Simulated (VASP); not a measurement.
# C (P6_3/mmc) in VASP: further runs, part 2 of 2

VASP 6.6.1. The steps go on from the part before.

**4. Single point, LDA (atoms displaced along a vibrational mode, the cell strained)**

Contents of INCAR:

```
  PREC = Accurate
  ENCUT = 1300
  EDIFF = 1E-6
  ISMEAR = 0
  SIGMA = 0.05
  LREAL = False
  LASPH = True
  NELM = 120
  ALGO = Normal
  ISIF = 2
  LWAVE = False
  LCHARG = False
  NBANDS = 26
  GGA_COMPAT = False
```

Contents of KPOINTS:

```
Automatic mesh
0
Gamma
  12 12 4
```

Contents of POSCAR:

```
C
1.0
    2.4606208111      0.0000000000      0.0000000000
   -1.2303104055      2.1309601315      0.0000000000
    0.0000000000      0.0000000000      8.4056584863
C
8
Direct
    0.0000000000      0.0000000000      0.0973191510
    0.0000000000      0.0000000000      0.5973191510
    0.0000000000      0.0000000000      0.4026808490
    0.0000000000      0.0000000000      0.9026808490
    0.3333333333      0.6666666667      0.1521368824
    0.6666666667      0.3333333333      0.6521368824
    0.3333333333      0.6666666667      0.3478631176
    0.6666666667      0.3333333333      0.8478631176
```

Potentials or basis: VASP PAW LDA potentials, release 64 (C_h).

Started as:

```console
cat potpaw_LDA.64/C_h/POTCAR > POTCAR
mpirun -np 1 vasp_std > vasp.out
```

OUTCAR:

```text
PREC = Accurate
   ENCUT = 1300
   EDIFF = 1E-6
   ISMEAR = 0
   LREAL = False
   LASPH = True
   NELM = 120
   ISIF = 2

 ion  position               nearest neighbor table
   1  0.000  0.000  0.097-   5 1.49   5 1.49   5 1.49
   2  0.000  0.000  0.597-   6 1.49   6 1.49   6 1.49
   3  0.000  0.000  0.403-   7 1.49   7 1.49   7 1.49
   4  0.000  0.000  0.903-   8 1.49   8 1.49   8 1.49
   5  0.333  0.667  0.152-   1 1.49   1 1.49   1 1.49
   6  0.667  0.333  0.652-   2 1.49   2 1.49   2 1.49
   7  0.333  0.667  0.348-   3 1.49   3 1.49   3 1.49
   8  0.667  0.333  0.848-   4 1.49   4 1.49   4 1.49

  LATTYP: Found a hexagonal cell.
 ALAT       =     2.4606208111
 C/A-ratio  =     3.4160722564

  Lattice vectors:

 A1 = (   2.4606208111,   0.0000000000,   0.0000000000)
 A2 = (  -1.2303104055,   2.1309601315,   0.0000000000)
 A3 = (   0.0000000000,   0.0000000000,   8.4056584863)

Analysis of symmetry for initial positions (statically):
=====================================================================
 Subroutine PRICEL returns:
 Original cell was already a primitive cell.

 Routine SETGRP: Setting up the symmetry group for a
 hexagonal supercell.

 Subroutine GETGRP returns: Found 24 space group operations
 (whereof 12 operations were pure point group operations)
 out of a pool of 24 trial point group operations.

The static configuration has the point symmetry D_3d.
 The point group associated with its full space group is D_6h.

Analysis of symmetry for dynamics (positions and initial velocities):
=====================================================================
 Subroutine PRICEL returns:
 Original cell was already a primitive cell.

 Routine SETGRP: Setting up the symmetry group for a
 hexagonal supercell.

 Subroutine GETGRP returns: Found 24 space group operations
 (whereof 12 operations were pure point group operations)
 out of a pool of 24 trial point group operations.

The dynamic configuration has the point symmetry D_3d.
 The point group associated with its full space group is D_6h.

 Subroutine INISYM returns: Found 24 space group operations
 (whereof 12 operations are pure point group operations),
 and found     1 'primitive' translations

----------------------------------------------------------------------------------------

                                     Primitive cell

  volume of cell :      44.0749

  direct lattice vectors                    reciprocal lattice vectors
     2.460620811  0.000000000  0.000000000     0.406401505  0.234636018  0.000000000
    -1.230310406  2.130960132  0.000000000     0.000000000  0.469272036  0.000000000
     0.000000000  0.000000000  8.405658486     0.000000000  0.000000000  0.118967479

  length of vectors
     2.460620811  2.460620811  8.405658486     0.469272036  0.469272036  0.118967479

  position of ions in fractional coordinates (direct lattice)
     0.000000000  0.000000000  0.097319151
     0.000000000  0.000000000  0.597319151
     0.000000000  0.000000000  0.402680849
     0.000000000  0.000000000  0.902680849
[... 45 lines left out ...]
  0.083333  0.000000  0.000000      6.000000
  0.166667  0.000000  0.000000      6.000000
  0.250000  0.000000  0.000000      6.000000
  0.333333  0.000000  0.000000      6.000000
  0.416667  0.000000  0.000000      6.000000
[... 16 lines left out ...]
  0.250000  0.000000  0.250000     12.000000
  0.333333  0.000000  0.250000     12.000000
 [... further k-points ...]
   k-points           NKPTS =     57   k-points in BZ     NKDIM =     57   number of bands    NBANDS=     26
   number of dos      NEDOS =    301   number of ions     NIONS =      8
   total plane-waves  NPLWV =  90000
   dimension x,y,z NGX =    30 NGY =   30 NGZ =  100
   dimension x,y,z NGXF=    60 NGYF=   60 NGZF=  200
   ions per type =               8
   NGX,Y,Z   is equivalent  to a cutoff of  20.27, 20.27, 19.78 a.u.
   NGXF,Y,Z  is equivalent  to a cutoff of  40.54, 40.54, 39.56 a.u.
 SYSTEM =  unknown system
   PREC   = accura    normal or accurate (medium, high low for compatibility)
   ISTART =      0    job   : 0-new  1-cont  2-samecut
   ICHARG =      2    charge: 1-file 2-atom 10-const
   ISPIN  =      1    spin polarized calculation?
   LNONCOLLINEAR =      F non collinear calculations
   LSORBIT =      F    spin-orbit coupling
   LASPH  =      T    aspherical Exc in radial PAW
   ENCUT  = 1300.0 eV  95.55 Ry    9.77 a.u.   7.23  7.23 24.71*2*pi/ulx,y,z
   NELM   =    120;   NELMIN=  2; NELMDL= -5     # of ELM steps
   EDIFF  = 0.1E-05   stopping-criterion for ELM
   LREAL  =      F    real-space projection
   EDIFFG = 0.1E-04   stopping-criterion for IOM
   NSW    =      0    number of steps for IOM
   IBRION =     -1    ionic relax: 0-MD 1-quasi-New 2-CG
   NFREE  =      0    steps in history (QN), initial steepest desc. (CG)
   ISIF   =      2    stress and relaxation
   ISYM   =      2    0-nonsym 1-usesym 2-fastsym
   POTIM  = 0.5000    time-step for ionic-motion
   TEBEG  =    0.0;   TEEND  =   0.0 temperature during run
   PSTRESS=    0.0 pullay stress
   NELECT =      32.0000    total number of electrons
   NUPDOWN=      -1.0000    fix difference up-down
   EMIN   =  10.00;   EMAX   =-10.00  energy-range for DOS
   EFERMI =   0.00;   METHOD = LEGACY
   ISMEAR =     0;   SIGMA  =   0.05  broadening in eV -4-tet -1-fermi 0-gaus
   EFERMI_NEDOS =   21; number of points for ismear=-14 and -15
   IALGO  =     38    algorithm
   IMIX   =      4    mixing-type and parameters
     AMIX     =   0.40;   BMIX     =  1.00
     AMIX_MAG =   1.60;   BMIX_MAG =  1.00
  volume/ion in A,a.u.               =       5.51        37.18
  Fermi-wavevector in a.u.,A,eV,Ry     =   1.471389  2.780522 29.456426  2.164986
  Thomas-Fermi vector in A             =   2.586531
   LORBIT       =      0    0 simple, 1 ext, 2 COOP (PROOUT), +10 PAW based schemes
   GGA     = CA    functional components
   LHFCALC =     F    Hartree Fock is set to
   AEXX    =    0.0000 exact exchange contribution
   IVDW    =     0    specifies the selected vdW correction
   LEPSILON=     F    determine dielectric tensor
   LRPA    =     F    only Hartree local field effects (RPA)
 non-spin polarized calculation
 Gauss-broadening in eV      SIGMA  =   0.05
  energy-cutoff  :     1300.00
  volume of cell :       44.07
 maximum number of plane-waves:      4708
 NGX is ok and might be reduce to    30
   NGX = 15   NGY = 15   NGZ = 49

 number of electron      32.0000001 magnetization

 Free energy of the ion-electron system (eV)
  ---------------------------------------------------
  ext. energy  EPLUGINS =         0.00000000
  ---------------------------------------------------
  free energy    TOTEN  =       -80.56999738 eV

  energy without entropy =      -80.56999738  energy(sigma->0) =      -80.56999738

 E-fermi :  12.5379     XC(G=0): -13.7864

 val. band max:       12.3439679672   @ k =   0.0000   0.0000   0.0000
 cond. band min:      15.0520232323   @ k =   0.0000   0.0000   0.0000
 fundamental gap:      2.7080552652
 Fermi energy:        12.5379326973

 k-point     1 :       0.0000    0.0000    0.0000
  band No.  band energies     occupation
      1     -10.4343      2.00000
      2      -8.8093      2.00000
      3      -8.7941      2.00000
      4      -5.1994      2.00000
      5      -1.9860      2.00000
      6       4.4771      2.00000
[... 685 lines left out ...]
     25      23.0295      0.00000
     26      23.1370      0.00000

 [... further k-points ...]

------------------------ aborting loop because EDIFF is reached ----------------------------------------

  FORCE on cell =-STRESS in cart. coord.  units (eV):
  Direction    XX          YY          ZZ          XY          YZ          ZX
  --------------------------------------------------------------------------------------
  -------------------------------------------------------------------------------------
  Total        5.2755804      5.2755804     -5.8564988      0.0000000     -0.0000000      0.0000000
  in kB      191.7737086    191.7737086   -212.8907947      0.0000000     -0.0000000      0.0000000
  external PRESSURE =      56.8855409 kB  Pullay stress =       0.0000000 kB

 VOLUME and BASIS-vectors are now :
 -----------------------------------------------------------------------------
  energy-cutoff  :     1300.00
  volume of cell :       44.07
      direct lattice vectors                 reciprocal lattice vectors
     2.460620811  0.000000000  0.000000000     0.406401505  0.234636018  0.000000000
    -1.230310406  2.130960132  0.000000000     0.000000000  0.469272036  0.000000000
     0.000000000  0.000000000  8.405658486     0.000000000  0.000000000  0.118967479

 POSITION                                       TOTAL-FORCE (eV/Angst)
 -----------------------------------------------------------------------------------
      0.00000      0.00000      0.81803         0.000000     -0.000000     -2.201328
      0.00000      0.00000      5.02086        -0.000000      0.000000     -2.201328
      0.00000      0.00000      3.38480         0.000000      0.000000      2.201328
      0.00000      0.00000      7.58763        -0.000000      0.000000      2.201328
     -0.00000      1.42064      1.27881        -0.000000     -0.000000      1.821363
      1.23031      0.71032      5.48164         0.000000      0.000000      1.821363
     -0.00000      1.42064      2.92402        -0.000000      0.000000     -1.821363
      1.23031      0.71032      7.12685         0.000000      0.000000     -1.821363
 -----------------------------------------------------------------------------------
    total drift:                                0.000000     -0.000000      0.000000

  FREE ENERGIE OF THE ION-ELECTRON SYSTEM (eV)
  ---------------------------------------------------
  free  energy   TOTEN  =       -80.5699973811 eV

  energy  without entropy=      -80.5699973811  energy(sigma->0) =      -80.56999738
```

It took 2.7 min on 1 thread of Intel Xeon Platinum 8375C at 2.90GHz (Ice Lake), shared host; peak memory 0.32 GiB.

What came out:

- Free energy: -80.5700 eV
- Pressure: 5.7 GPa
- Largest force: 2.201 eV/Å
- Band gap on the k mesh: 2.71 eV

Forces on the atoms (eV/Å):
```
C    0.000  0.000 -2.201
C    0.000  0.000 -2.201
C    0.000  0.000  2.201
C    0.000  0.000  2.201
C    0.000  0.000  1.821
C    0.000  0.000  1.821
C    0.000  0.000 -1.821
C    0.000  0.000 -1.821
```

Caveat: the cell differs from its parent crystal (atoms displaced along a vibrational mode, the cell strained); the stress differs along the axes, from -21 to 19 GPa; forces of over 1 eV/Å act on the atoms, so gaps and moduli don't describe the material at rest. A k mesh can miss the band edges.

**5. Single point, LDA (atoms displaced along a vibrational mode, the cell strained)**

Contents of INCAR:

```
PREC     = Accurate       # precision mode
ENCUT    = 1300           # plane-wave cutoff, eV
EDIFF    = 1E-6           # SCF threshold, eV
ISMEAR   = 0              # smearing method
SIGMA    = 0.05           # smearing width, eV
LREAL    = F              # projectors in reciprocal space
LASPH    = T              # aspherical terms in the spheres
NELM     = 120            # most SCF steps
ALGO     = Normal         # electronic algorithm
ISIF     = 2              # what is computed and relaxed
LWAVE    = F              # write WAVECAR
LCHARG   = F              # write CHGCAR
GGA      = CA             # functional
NBANDS   = 26             # bands
GGA_COMPAT= F
```

Contents of KPOINTS:

```
regular mesh
0
Gamma
  12 12 4
```

Contents of POSCAR:

```
C
1.0
    2.4314921993      0.0000000000      0.0000000000
   -1.2157460996      2.1057340137      0.0000000000
    0.0000000000      0.0000000000      8.5978723127
C
8
Direct
    0.0000000000      0.0000000000      0.0943974049
    0.0000000000      0.0000000000      0.5943974049
    0.0000000000      0.0000000000      0.4056025951
    0.0000000000      0.0000000000      0.9056025951
    0.3333333333      0.6666666667      0.1544085368
    0.6666666667      0.3333333333      0.6544085368
    0.3333333333      0.6666666667      0.3455914632
    0.6666666667      0.3333333333      0.8455914632
```

Started as:

```console
cat potpaw_LDA.64/C_h/POTCAR > POTCAR
mpirun -np 1 vasp_std > vasp.out
```

Run time: 3.4 min. Hardware: 1 thread of Intel Xeon Platinum 8375C at 2.90GHz (Ice Lake), shared host; peak memory 0.33 GiB.

Results (log left out):

```yaml
Free_energy: -80.4194 eV
Pressure: 6.1 GPa
Largest_force: 0.695 eV/Å
Band_gap_on_the_k_mesh: 3.35 eV
```

Forces on the atoms (eV/Å):
```
C    0.000  0.000 -0.695
C    0.000  0.000 -0.695
C    0.000  0.000  0.695
C    0.000  0.000  0.695
C    0.000  0.000  0.622
C    0.000  0.000  0.622
C    0.000  0.000 -0.622
C    0.000  0.000 -0.622
```

Stress tensor (GPa, compression positive):
```
 33.69   0.00   0.00
  0.00  33.69   0.00
  0.00   0.00 -49.06
```

Levels at points of the mesh, in eV from the valence-band top:
```
           k point  band 13  band 14  band 15  band 16  band 17  band 18  band 19  band 20
(0.00, 0.00, 0.00)    -1.41    -0.14    -0.14     0.00     3.35     6.27     6.27     7.68
(0.50, 0.00, 0.00)    -4.96    -4.90    -3.70    -3.47     4.61     5.49     5.62     6.46
(0.00, 0.00, 0.50)    -0.59    -0.59    -0.59    -0.59     6.04     6.04     6.83     6.83
(0.50, 0.00, 0.50)    -4.67    -4.67    -3.98    -3.98     5.76     5.76     6.26     6.26
```

Caveat: the cell differs from its parent crystal (atoms displaced along a vibrational mode, the cell strained); the stress differs along the axes, from -49 to 34 GPa.

**6. Single point, LDA (atoms displaced along a vibrational mode, the cell strained)**

Contents of INCAR:

```
ALGO     = Normal         # electronic algorithm
EDIFF    = 1E-6           # SCF threshold, eV
ENCUT    = 1300           # plane-wave cutoff, eV
GGA      = CA             # functional
GGA_COMPAT= False        
ISIF     = 2              # what is computed and relaxed
ISMEAR   = 0              # smearing method
LASPH    = True           # aspherical terms in the spheres
LCHARG   = True           # write CHGCAR
LELF     = True           # ELF
LREAL    = False          # projectors in reciprocal space
LVHAR    = True         
LWAVE    = False          # write WAVECAR
NBANDS   = 26             # bands
NELM     = 120            # most SCF steps
PREC     = Accurate       # precision mode
SIGMA    = 0.05           # smearing width, eV
```

Contents of KPOINTS:

```
k-points
0
Gamma
  12 12 4
```

Contents of POSCAR:

```
C
1.0
    2.4314921993      0.0000000000      0.0000000000
   -1.2157460996      2.1057340137      0.0000000000
    0.0000000000      0.0000000000      8.5978723127
C
8
Direct
    0.0000000000      0.0000000000      0.0914756587
    0.0000000000      0.0000000000      0.5914756587
    0.0000000000      0.0000000000      0.4085243413
    0.0000000000      0.0000000000      0.9085243413
    0.3333333333      0.6666666667      0.1566801912
    0.6666666667      0.3333333333      0.6566801912
    0.3333333333      0.6666666667      0.3433198088
    0.6666666667      0.3333333333      0.8433198088
```

Potentials or basis: VASP PAW LDA potentials, release 64 (C_h).

Started as:

```console
cat potpaw_LDA.64/C_h/POTCAR > POTCAR
mpirun -np 1 vasp_std > vasp.out
```

Wall time 2.4 min (1 thread of Intel Xeon Platinum 8488C (Sapphire Rapids), shared host); peak memory 0.34 GiB.

Results (log left out):

```yaml
Free_energy: -80.4160 eV
Pressure: 3.1 GPa
Largest_force: 0.838 eV/Å
Band_gap_on_the_k_mesh: 3.79 eV
```

Forces in eV/Å, atoms in the order of the input:
```
C    0.000  0.000  0.838
C    0.000  0.000  0.838
C    0.000  0.000 -0.838
C    0.000  0.000 -0.838
C    0.000  0.000 -0.619
C    0.000  0.000 -0.619
C    0.000  0.000  0.619
C    0.000  0.000  0.619
```

Stress tensor (GPa, compression positive):
```
 31.86   0.00   0.00
  0.00  31.86   0.00
  0.00   0.00 -54.35
```

Levels at points of the mesh, in eV from the valence-band top:
```tsv
k point	band 12	band 13	band 14	band 15	band 16	band 17	band 18	band 19	band 20	band 21
(0.00, 0.00, 0.00)	-1.47	-1.47	-1.06	0.00	0.00	3.79	5.72	5.72	7.43	7.43
(0.50, 0.00, 0.00)	-5.52	-5.07	-4.95	-4.34	-3.33	4.40	5.41	5.43	6.42	6.57
(0.00, 0.00, 0.50)	-2.23	-0.53	-0.53	-0.53	-0.53	6.06	6.06	6.39	6.39	6.39
(0.50, 0.00, 0.50)	-5.90	-5.32	-5.32	-3.90	-3.90	5.64	5.64	5.78	5.78	7.24
```

Caveat: the cell differs from its parent crystal (atoms displaced along a vibrational mode, the cell strained); the stress differs along the axes, from -54 to 32 GPa. A k mesh can miss the band edges.

**7. Overview**

```tsv
cell	gap on the mesh (eV)	pressure (GPa)	largest force (eV/Å)
a = 2.490, b = 2.490, c = 8.214 Å, angles 90.0, 90.0, 120.0°, 8 atoms, atomic positions A	3.40	3.5	4.32
a = 2.461, b = 2.461, c = 8.406 Å, angles 90.0, 90.0, 120.0°, 8 atoms, atomic positions B	4.60	1.9	0.08
a = 2.461, b = 2.461, c = 8.406 Å, angles 90.0, 90.0, 120.0°, 8 atoms, atomic positions C	2.71	5.7	2.20
a = 2.431, b = 2.431, c = 8.598 Å, angles 90.0, 90.0, 120.0°, 8 atoms, atomic positions D	3.35	6.1	0.69
a = 2.431, b = 2.431, c = 8.598 Å, angles 90.0, 90.0, 120.0°, 8 atoms, atomic positions E	3.79	3.1	0.84
```

Alike in all rows: task single point; level LDA; potentials or basis VASP PAW LDA potentials, release 64 (C_h); no spin polarisation; k mesh 12 × 12 × 4; cutoff (eV) 1300; smearing gaussian 0.05 eV.

Caveats: forces of over 1 eV/Å act on the atoms, so gaps and moduli don't describe the material at rest (at least some runs); the stress differs along the axes, from -1 to 12 GPa (at least some runs); the stress differs along the axes, from -27 to 16 GPa (at least some runs); the stress differs along the axes, from -21 to 19 GPa (at least some runs); the stress differs along the axes, from -49 to 34 GPa (at least some runs); the stress differs along the axes, from -54 to 32 GPa (at least some runs).

Absolute energies hang on the potentials; compare differences alone.
